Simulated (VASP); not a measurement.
# Pb (Pm-3n) in VASP: relaxation of cell and atoms with revPBE

Aim: the relaxation of cell and atoms of Pb with revPBE.

Program: VASP 6.6.1. These are calculated values, not measurements. Logs are shortened: lines on timing, memory, paths and dates and some standing lists are left out, and cuts for length are marked.

## (1) The cell of the first run

It takes space group Pm-3n (No. 223, cubic). The conventional cell has a = 6.237 Å, b = 6.237 Å, c = 6.237 Å, α = 90.00°, β = 90.00°, γ = 90.00°. Within 4.6 Å of Pb (site symmetry m-3) lie 12 Pb at 3.49 Å. Pb (site symmetry -4m2) has 14 Pb at 3.12 to 3.82 Å within 4.1 Å.

## (2) Relaxation of cell and atoms, revPBE

INCAR reads:

```
PREC = Accurate ; ENCUT = 600
EDIFF = 1E-6 ; ISMEAR = -1
SIGMA = 0.1 ; LREAL = False
LASPH = True ; NELM = 80
ALGO = Normal ; ISIF = 3
LWAVE = False ; LCHARG = False
GGA = RE ; IBRION = 2
NSW = 80 ; EDIFFG = -0.01
```

KPOINTS reads:

```
Automatic mesh
0
Gamma
  4 4 4
```

POSCAR reads:

```
Pb
1.0
    6.2372391575      0.0000000000      0.0000000000
    0.0000000000      6.2372391575      0.0000000000
    0.0000000000      0.0000000000      6.2372391575
Pb
8
Direct
    0.0000000000      0.0000000000      0.0000000000
    0.5000000000      0.5000000000      0.5000000000
    0.2500000000      0.0000000000      0.5000000000
    0.7500000000      0.0000000000      0.5000000000
    0.5000000000      0.2500000000      0.0000000000
    0.5000000000      0.7500000000      0.0000000000
    0.0000000000      0.5000000000      0.2500000000
    0.0000000000      0.5000000000      0.7500000000
```

Potentials or basis: VASP PAW PBE potentials, release 64 (Pb_d).

Started as:

```console
cat potpaw_PBE.64/Pb_d/POTCAR > POTCAR
mpirun -np 1 vasp_std > vasp.out
```

OUTCAR:

```text
PREC = Accurate
   ENCUT = 600
   EDIFF = 1E-6
   ISMEAR = -1
   LREAL = False
   LASPH = True
   NELM = 80
   ISIF = 3
   GGA = RE
   IBRION = 2
   NSW = 80
   EDIFFG = -0.01

 ion  position               nearest neighbor table
   1  0.000  0.000  0.000-   3 3.49   4 3.49   5 3.49   6 3.49   7 3.49   8 3.49   3 3.49   4 3.49
                             7 3.49   8 3.49   5 3.49   6 3.49
   2  0.500  0.500  0.500-   3 3.49   4 3.49   5 3.49   6 3.49   7 3.49   8 3.49   5 3.49   6 3.49
                             3 3.49   4 3.49   7 3.49   8 3.49
   3  0.250  0.000  0.500-   4 3.12   4 3.12   1 3.49   1 3.49   2 3.49   2 3.49   8 3.82   5 3.82
                             5 3.82   6 3.82   6 3.82   7 3.82   8 3.82   7 3.82
   4  0.750  0.000  0.500-   3 3.12   3 3.12   1 3.49   1 3.49   2 3.49   2 3.49   8 3.82   5 3.82
                             5 3.82   6 3.82   6 3.82   7 3.82   8 3.82   7 3.82
   5  0.500  0.250  0.000-   6 3.12   6 3.12   1 3.49   2 3.49   2 3.49   1 3.49   8 3.82   4 3.82
                             3 3.82   4 3.82   3 3.82   7 3.82   7 3.82   8 3.82
   6  0.500  0.750  0.000-   5 3.12   5 3.12   1 3.49   2 3.49   2 3.49   1 3.49   8 3.82   4 3.82
                             3 3.82   4 3.82   3 3.82   7 3.82   7 3.82   8 3.82
   7  0.000  0.500  0.250-   8 3.12   8 3.12   1 3.49   2 3.49   1 3.49   2 3.49   3 3.82   4 3.82
                             5 3.82   3 3.82   4 3.82   6 3.82   5 3.82   6 3.82
   8  0.000  0.500  0.750-   7 3.12   7 3.12   1 3.49   2 3.49   1 3.49   2 3.49   3 3.82   4 3.82
                             5 3.82   3 3.82   4 3.82   6 3.82   5 3.82   6 3.82

  LATTYP: Found a simple cubic cell.
 ALAT       =     6.2372391575

  Lattice vectors:

 A1 = (   6.2372391575,   0.0000000000,   0.0000000000)
 A2 = (   0.0000000000,   6.2372391575,   0.0000000000)
 A3 = (   0.0000000000,   0.0000000000,   6.2372391575)

Analysis of symmetry for initial positions (statically):
=====================================================================
 Subroutine PRICEL returns:
 Original cell was already a primitive cell.

 Routine SETGRP: Setting up the symmetry group for a
 simple cubic supercell.

 Subroutine GETGRP returns: Found 48 space group operations
 (whereof 24 operations were pure point group operations)
 out of a pool of 48 trial point group operations.

The static configuration has the point symmetry T_h .
 The point group associated with its full space group is O_h .

Analysis of symmetry for dynamics (positions and initial velocities):
=====================================================================
 Subroutine PRICEL returns:
 Original cell was already a primitive cell.

 Routine SETGRP: Setting up the symmetry group for a
 simple cubic supercell.

 Subroutine GETGRP returns: Found 48 space group operations
 (whereof 24 operations were pure point group operations)
 out of a pool of 48 trial point group operations.

The dynamic configuration has the point symmetry T_h .
 The point group associated with its full space group is O_h .

 Subroutine INISYM returns: Found 48 space group operations
 (whereof 24 operations are pure point group operations),
 and found     1 'primitive' translations

----------------------------------------------------------------------------------------

                                     Primitive cell

  volume of cell :     242.6483

  direct lattice vectors                    reciprocal lattice vectors
     6.237239158  0.000000000  0.000000000     0.160327346  0.000000000  0.000000000
     0.000000000  6.237239158  0.000000000     0.000000000  0.160327346  0.000000000
     0.000000000  0.000000000  6.237239158     0.000000000  0.000000000  0.160327346

  length of vectors
     6.237239158  6.237239158  6.237239158     0.160327346  0.160327346  0.160327346

  position of ions in fractional coordinates (direct lattice)
     0.000000000  0.000000000  0.000000000
     0.500000000  0.500000000  0.500000000
     0.250000000  0.000000000  0.500000000
     0.750000000  0.000000000  0.500000000
     0.500000000  0.250000000  0.000000000
     0.500000000  0.750000000  0.000000000
     0.000000000  0.500000000  0.250000000
     0.000000000  0.500000000  0.750000000

  ion indices of the primitive-cell ions
   primitive index   ion index
                 1           1
                 2           2
                 3           3
                 4           4
                 5           5
                 6           6
                 7           7
                 8           8

----------------------------------------------------------------------------------------

 KPOINTS: Automatic mesh

Automatic generation of k-mesh.
 Grid dimensions read from file:
 generate k-points for:    4    4    4

 Generating k-lattice:

  Cartesian coordinates                     Fractional coordinates (reciprocal lattice)
     0.040081836  0.000000000  0.000000000     0.250000000  0.000000000  0.000000000
     0.000000000  0.040081836  0.000000000     0.000000000  0.250000000  0.000000000
     0.000000000  0.000000000  0.040081836     0.000000000  0.000000000  0.250000000

  Length of vectors
     0.040081836  0.040081836  0.040081836

  Shift w.r.t. Gamma in fractional coordinates (k-lattice)
     0.000000000  0.000000000  0.000000000

 Subroutine IBZKPT returns following result:
 ===========================================

 Found     10 irreducible k-points:

 Following reciprocal coordinates:
            Coordinates               Weight
  0.000000  0.000000  0.000000      1.000000
  0.250000  0.000000  0.000000      6.000000
  0.500000  0.000000  0.000000      3.000000
  0.250000  0.250000  0.000000     12.000000
  0.500000  0.250000  0.000000     12.000000
  0.500000  0.500000  0.000000      3.000000
  0.250000  0.250000  0.250000      8.000000
  0.500000  0.250000  0.250000     12.000000
  0.500000  0.500000  0.250000      6.000000
  0.500000  0.500000  0.500000      1.000000
   k-points           NKPTS =     10   k-points in BZ     NKDIM =     10   number of bands    NBANDS=     67
   number of dos      NEDOS =    301   number of ions     NIONS =      8
   total plane-waves  NPLWV = 125000
   dimension x,y,z NGX =    50 NGY =   50 NGZ =   50
   dimension x,y,z NGXF=   100 NGYF=  100 NGZF=  100
   ions per type =               8
   NGX,Y,Z   is equivalent  to a cutoff of  13.33, 13.33, 13.33 a.u.
   NGXF,Y,Z  is equivalent  to a cutoff of  26.65, 26.65, 26.65 a.u.
 SYSTEM =  unknown system
   PREC   = accura    normal or accurate (medium, high low for compatibility)
   ISTART =      0    job   : 0-new  1-cont  2-samecut
   ICHARG =      2    charge: 1-file 2-atom 10-const
   ISPIN  =      1    spin polarized calculation?
   LNONCOLLINEAR =      F non collinear calculations
   LSORBIT =      F    spin-orbit coupling
   LASPH  =      T    aspherical Exc in radial PAW
   ENCUT  =  600.0 eV  44.10 Ry    6.64 a.u.  12.46 12.46 12.46*2*pi/ulx,y,z
   NELM   =     80;   NELMIN=  2; NELMDL= -5     # of ELM steps
   EDIFF  = 0.1E-05   stopping-criterion for ELM
   LREAL  =      F    real-space projection
   EDIFFG = -.1E-01   stopping-criterion for IOM
   NSW    =     80    number of steps for IOM
   IBRION =      2    ionic relax: 0-MD 1-quasi-New 2-CG
   NFREE  =      1    steps in history (QN), initial steepest desc. (CG)
   ISIF   =      3    stress and relaxation
   ISYM   =      2    0-nonsym 1-usesym 2-fastsym
   POTIM  = 0.5000    time-step for ionic-motion
   TEBEG  =    0.0;   TEEND  =   0.0 temperature during run
   PSTRESS=    0.0 pullay stress
   NELECT =     112.0000    total number of electrons
   NUPDOWN=      -1.0000    fix difference up-down
   EMIN   =  10.00;   EMAX   =-10.00  energy-range for DOS
   EFERMI =   0.00;   METHOD = LEGACY
   ISMEAR =    -1;   SIGMA  =   0.10  broadening in eV -4-tet -1-fermi 0-gaus
   EFERMI_NEDOS =   21; number of points for ismear=-14 and -15
   IALGO  =     38    algorithm
   IMIX   =      4    mixing-type and parameters
     AMIX     =   0.40;   BMIX     =  1.00
     AMIX_MAG =   1.60;   BMIX_MAG =  1.00
  volume/ion in A,a.u.               =      30.33       204.68
  Fermi-wavevector in a.u.,A,eV,Ry     =   1.265188  2.390859 21.778859  1.600701
  Thomas-Fermi vector in A             =   2.398454
   LORBIT       =      0    0 simple, 1 ext, 2 COOP (PROOUT), +10 PAW based schemes
   GGA     = RE    functional components
   LHFCALC =     F    Hartree Fock is set to
   AEXX    =    0.0000 exact exchange contribution
   IVDW    =     0    specifies the selected vdW correction
   LEPSILON=     F    determine dielectric tensor
   LRPA    =     F    only Hartree local field effects (RPA)
 conjugate gradient relaxation of ions
 non-spin polarized calculation
  energy-cutoff  :      600.00
  volume of cell :      242.65
 maximum number of plane-waves:      8217
 NGX is ok and might be reduce to    50
   NGX = 25   NGY = 25   NGZ = 25

--------------------------------------- Ionic step        1  -------------------------------------------

 number of electron     112.0000023 magnetization

 Free energy of the ion-electron system (eV)
  ---------------------------------------------------
  ext. energy  EPLUGINS =         0.00000000
  ---------------------------------------------------
  free energy    TOTEN  =       -25.11580702 eV

  energy without entropy =      -24.93673856  energy(sigma->0) =      -25.02627279

 E-fermi :   7.4135     XC(G=0): -10.1034

 val. band max:        7.3598823097   @ k =   0.0000   0.0000   0.0000
 cond. band min:       7.4188933450   @ k =   0.5000   0.2500   0.2500
 fundamental gap:      0.0590110353
 Fermi energy:         7.4135394144

 k-point     1 :       0.0000    0.0000    0.0000
  band No.  band energies     occupation
      1     -10.0578      2.00000
      2     -10.0509      2.00000
      3     -10.0509      2.00000
      4      -9.8512      2.00000
      5      -9.8512      2.00000
      6      -9.8512      2.00000
[... 753 lines left out ...]
 POSITION                                       TOTAL-FORCE (eV/Angst)
 -----------------------------------------------------------------------------------
      0.00000      0.00000      0.00000        -0.000000      0.000000     -0.000000
      3.25830      3.25830      3.25830        -0.000000      0.000000     -0.000000
      1.62915      6.51661      3.25830        -0.000000     -0.000000     -0.000000
      4.88745     -0.00000      3.25830         0.000000      0.000000      0.000000
      3.25830      1.62915      0.00000         0.000000      0.000000      0.000000
      3.25830      4.88745      6.51661        -0.000000      0.000000     -0.000000
      6.51661      3.25830      1.62915         0.000000     -0.000000     -0.000000
     -0.00000      3.25830      4.88745         0.000000     -0.000000     -0.000000
 -----------------------------------------------------------------------------------
    total drift:                                0.000000     -0.000000     -0.000000

  FREE ENERGIE OF THE ION-ELECTRON SYSTEM (eV)
  ---------------------------------------------------
  free  energy   TOTEN  =       -25.4893200336 eV

  energy  without entropy=      -25.3110118873  energy(sigma->0) =      -25.40016596

--------------------------------------- Ionic step        3  -------------------------------------------

 number of electron     111.9999964 magnetization

 Free energy of the ion-electron system (eV)
  ---------------------------------------------------
  ext. energy  EPLUGINS =         0.00000000
  ---------------------------------------------------
  free energy    TOTEN  =       -25.50332445 eV

  energy without entropy =      -25.32514666  energy(sigma->0) =      -25.41423555

 E-fermi :   6.2462     XC(G=0):  -9.5876

 val. band max:        6.1744836017   @ k =   0.5000   0.5000   0.2500
 cond. band min:       6.2795163948   @ k =   0.5000   0.2500   0.2500
 fundamental gap:      0.1050327931
 Fermi energy:         6.2461639206

 k-point     1 :       0.0000    0.0000    0.0000
  band No.  band energies     occupation
      1     -11.0755      2.00000
      2     -11.0680      2.00000
      3     -11.0680      2.00000
      4     -10.9200      2.00000
      5     -10.9200      2.00000
      6     -10.9200      2.00000
[... 702 lines left out ...]
 VOLUME and BASIS-vectors are now :
 -----------------------------------------------------------------------------
  energy-cutoff  :      600.00
  volume of cell :      270.54
      direct lattice vectors                 reciprocal lattice vectors
     6.467607949 -0.000000000  0.000000000     0.154616669  0.000000000 -0.000000000
    -0.000000000  6.467607949 -0.000000000     0.000000000  0.154616669 -0.000000000
     0.000000000  0.000000000  6.467607949    -0.000000000  0.000000000  0.154616669

 POSITION                                       TOTAL-FORCE (eV/Angst)
 -----------------------------------------------------------------------------------
      0.00000      0.00000      0.00000         0.000000     -0.000000      0.000000
      3.23380      3.23380      3.23380         0.000000     -0.000000      0.000000
      1.61690     -0.00000      3.23380        -0.000000     -0.000000     -0.000000
      4.85071     -0.00000      3.23380         0.000000      0.000000      0.000000
      3.23380      1.61690      0.00000         0.000000     -0.000000      0.000000
      3.23380      4.85071     -0.00000        -0.000000     -0.000000     -0.000000
     -0.00000      3.23380      1.61690         0.000000      0.000000      0.000000
     -0.00000      3.23380      4.85071        -0.000000     -0.000000      0.000000
 -----------------------------------------------------------------------------------
    total drift:                                0.000000     -0.000000     -0.000000

  FREE ENERGIE OF THE ION-ELECTRON SYSTEM (eV)
  ---------------------------------------------------
  free  energy   TOTEN  =       -25.5033244462 eV

  energy  without entropy=      -25.3251466635  energy(sigma->0) =      -25.41423555

 reached required accuracy - stopping structural energy minimisation
```

Run time: 12 min. Hardware: 1 thread of Intel Xeon 8259CL, shared host; peak memory 0.43 GiB.

Results:

| Property | Result |
| --- | --- |
| Free energy | -25.5033 eV |
| Relaxed volume | 33.82 Å³/atom |
| Relaxed cell | a = 6.468 Å, b = 6.468 Å, c = 6.468 Å, α = 90.00°, β = 90.00°, γ = 90.00° |
| Space group after relaxing (to 0.1 Å) | Pm-3n (No. 223) |
| Energy gained by relaxing | 48.4 meV/atom |
| Ionic steps | 3 |
| Pressure after relaxing | 0.0 GPa |
| Band gap on the k mesh | zero (bands 56 and 57 overlap by 0.82 eV) |

The path:
```csv
step,energy change (eV),largest force (eV/Å),pressure (GPa),volume (Å³)
1,0.0000,0.0000,4.90,242.65
2,-0.3735,0.0000,-0.73,276.74
3,-0.3875,0.0000,0.01,270.54
```

Final structure:
```cif
data_structure
_symmetry_space_group_name_H-M 'P 1'
_symmetry_Int_Tables_number 1
_cell_length_a 6.4676
_cell_length_b 6.4676
_cell_length_c 6.4676
_cell_angle_alpha 90.000
_cell_angle_beta 90.000
_cell_angle_gamma 90.000
_cell_volume 270.54
loop_
_atom_site_label
_atom_site_type_symbol
_atom_site_fract_x
_atom_site_fract_y
_atom_site_fract_z
_atom_site_occupancy
Pb1 Pb 0.00000 0.00000 0.00000 1
Pb2 Pb 0.50000 0.50000 0.50000 1
Pb3 Pb 0.25000 0.00000 0.50000 1
Pb4 Pb 0.75000 0.00000 0.50000 1
Pb5 Pb 0.50000 0.25000 0.00000 1
Pb6 Pb 0.50000 0.75000 0.00000 1
Pb7 Pb 0.00000 0.50000 0.25000 1
Pb8 Pb 0.00000 0.50000 0.75000 1
```

Caveat: the PAW data sets were made with another functional, which shifts forces and pressure a little; spin-orbit coupling is left out, which moves the levels of the heavy elements.

The gap in the log of VASP goes by the Fermi energy; the results here count the filled bands.